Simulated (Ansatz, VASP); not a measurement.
AlN: VASP beside Ansatz

The input INCAR:

```
SYSTEM = AlN
ALGO = Normal
EDIFF = 1E-6
ENCUT = 520
GGA = PE
ISIF = 2
ISMEAR = 0
LASPH = .TRUE.
LCHARG = .FALSE.
LREAL = .FALSE.
LWAVE = .FALSE.
NBANDS = 26
NELM = 100
PREC = Accurate
SIGMA = 0.05
```

The input KPOINTS:

```
k-points
0
G
  8 8 8
  0 0 0
```

The input POSCAR:

```
AlN
1.0
   -3.1302395627      0.0000000000      0.0000000000
    0.0000000000      5.4217339625      0.0000000000
    1.5651197814     -2.7108669813     -5.0179796546
Al N
4 4
Direct
    0.9943436757      0.3324689746      0.9982712825
    0.4943436757      0.8324689746      0.9982712825
    0.2539276068      0.9158023079      0.4982712825
    0.7539276068      0.4158023079      0.4982712825
    0.8126042463      0.1416976921      0.6167287175
    0.3126042463      0.6416976921      0.6167287175
    0.0541244712      0.7250310254      0.1167287175
    0.5541244712      0.2250310254      0.1167287175
```

Input for Ansatz:

```yaml
crystal:
  lattice:
    - [-3.1302395627, 0.0, 0.0]
    - [0.0, 5.4217339625, 0.0]
    - [1.5651197814, -2.7108669813, -5.0179796546]
  atoms:
    - { symbol: Al, position: [0.9943436757, 0.3324689746, 0.9982712825] }
    - { symbol: Al, position: [0.4943436757, 0.8324689746, 0.9982712825] }
    - { symbol: Al, position: [0.2539276068, 0.9158023079, 0.4982712825] }
    - { symbol: Al, position: [0.7539276068, 0.4158023079, 0.4982712825] }
    - { symbol: "N", position: [0.8126042463, 0.1416976921, 0.6167287175] }
    - { symbol: "N", position: [0.3126042463, 0.6416976921, 0.6167287175] }
    - { symbol: "N", position: [0.0541244712, 0.7250310254, 0.1167287175] }
    - { symbol: "N", position: [0.5541244712, 0.2250310254, 0.1167287175] }
basis:
  ecutwfc: 420
kpoints:
  mp_grid: { grid: [8, 8, 8] }
hamiltonian:
  xc: pbe
scf:
  occupations: { method: gaussian, width: 0.05 }
output:
  forces: true
  stress: true
  eigenvalues: true
```

Change from the starting cell: mode 4 (236.4 1/cm) frozen in, largest displacement +0.015 Å.

Alike in both runs: task single point; functional PBE; k mesh 8 × 8 × 8; occupations gaussian, width 0.05 eV; no spin polarisation.

|  | VASP | Ansatz |
| --- | --- | --- |
| version | VASP 6.6.1 | Ansatz 0.2.0 |
| potentials or method | VASP PAW PBE potentials, release 64 (Al, N), cutoff 520 eV | scalar-relativistic, plane waves, PAW |
| valence electrons in the cell | 32 | 32 |

|  | VASP | Ansatz | Ansatz less VASP |
| --- | --- | --- | --- |
| gap on the k mesh at the Fermi level (eV) | 4.04 | 4.03 | -0.009 |
| least direct gap on the mesh (eV) | 4.04 | 4.03 | -0.009 |
| pressure (GPa) | -0.3 | 0.0 | +0.27 |
| traceless stress, the component that is largest in VASP (GPa) | 0.06 | 0.06 | -0.002 |
| rms of the force components (eV/Å) | 0.038 | 0.037 | -0.0002 |

Atom by atom the forces differ by 0.000 eV/Å (rms over components). The functional is the same, so the differences come from potentials, cutoffs and numerics.
